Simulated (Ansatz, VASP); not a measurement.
Two plane-wave programs on LaRe

```xyz
2
Lattice="3.6307 0.0000 0.0000 0.0000 3.6307 0.0000 0.0000 0.0000 3.6307" Properties=species:S:1:pos:R:3 pbc="T T T"
La    0.0000    0.0000    0.0000
Re    1.8154    1.8154    1.8154
```

Alike in both runs: task single point; functional PBE; k mesh 10 × 10 × 10; occupations gaussian, width 0.05 eV; no spin polarisation.

|  | VASP | Ansatz |
| --- | --- | --- |
| version | VASP 6.6.1 | Ansatz 0.2.0 |
| potentials or method | VASP PAW PBE potentials, release 64 (La, Re), cutoff 520 eV | scalar-relativistic, plane waves, PAW |
| valence electrons in the cell | 18 | 26 |

```tsv
	VASP	Ansatz	Ansatz less VASP
gap on the k mesh at the Fermi level (eV)	none	none	-
pressure (GPa)	-3.4	-3.3	+0.08
```

A gap of «none» marks a metal or a gap that the smearing closes. VASP's potentials hold 18 valence electrons a cell and Ansatz's 26, so a difference there can come from the potentials and not from the codes.

Spin-orbit coupling is off throughout.
